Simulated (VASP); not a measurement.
ZnSe: relaxation of cell and atoms with r2SCAN

The system is ZnSe.

```
Zn Se
1.0
     0.00000    2.83293    2.83293
     2.83293    0.00000    2.83293
     2.83293    2.83293    0.00000
Zn Se
1 1
Cartesian
  0.0000 0.0000 0.0000
  4.2494 4.2494 4.2494
```

```json
{"Program": "VASP 6.6.1", "Task": "relaxation of cell and atoms", "Functional": "r2SCAN", "Potentials or basis": "VASP PAW PBE potentials, release 64 (Zn, Se)", "Cutoff": "600 eV", "k mesh": "8 × 8 × 8", "Occupations": "gaussian, width 0.01 eV", "Spin": "no spin polarisation", "Target pressure": "10 GPa", "Dipole correction": "no", "Further INCAR settings": "ALGO = Normal; EDIFF = 1e-07; IBRION = 2; EDIFFG = -0.002; NSW = 100; ISIF = 3"}
```

```
Relaxed volume                                         : 20.23 Å³/atom
Relaxed cell                                           : a = 3.853 Å, b = 3.853 Å, c = 3.853 Å, α = 60.00°, β = 60.00°, γ = 60.00°
Space group after relaxing (to 0.05 Å)                 : F-43m (No. 216)
Energy change on relaxing (the enthalpy is what falls) : +69.5 meV/atom
Ionic steps                                            : 7
Pressure after relaxing                                : 10.0 GPa
Band gap on the k mesh                                 : 2.40 eV, direct
```

The path:
```tsv
step	energy change (eV)	largest force (eV/Å)	pressure (GPa)	volume (Å³)
1	0.0000	0.0000	0.04	45.47
2	0.4970	0.0000	22.36	36.79
3	0.1376	0.0000	9.93	40.48
4	0.1436	0.0000	10.20	40.38
5	0.1353	0.0000	9.83	40.52
6	0.1411	0.0000	10.09	40.42
7	0.1391	0.0000	10.00	40.46
```

Final structure:
```xyz
2
Lattice="0.0000 2.7247 2.7247 2.7247 0.0000 2.7247 2.7247 2.7247 0.0000" Properties=species:S:1:pos:R:3 pbc="T T T"
Zn    0.0000    0.0000    0.0000
Se    4.0870    4.0870    4.0870
```

Levels at points of the mesh, in eV from the valence-band top:
| k point | band 7 | band 8 | band 9 | band 10 | band 11 | band 12 |
| --- | --- | --- | --- | --- | --- | --- |
| (0.00, 0.00, 0.00) | 0.00 | 0.00 | 0.00 | 2.40 | 6.24 | 6.24 |
| (0.50, 0.00, 0.00) | -6.15 | -1.08 | -1.08 | 3.27 | 6.81 | 6.81 |
| (0.50, 0.50, 0.00) | -5.34 | -2.70 | -2.70 | 3.05 | 3.82 | 12.52 |

It took 2.9 min on 1 thread of Intel(R) Xeon(R) 6975P-C (Granite Rapids) (shared host), peak memory 0.21 GiB.

Caveat: the cell is relaxed towards a set pressure, so the enthalpy falls and the energy may rise; the PAW data sets were made with another functional, which shifts forces and pressure a little. r2SCAN opens gaps a little over a GGA but as a rule still falls short of measured ones.
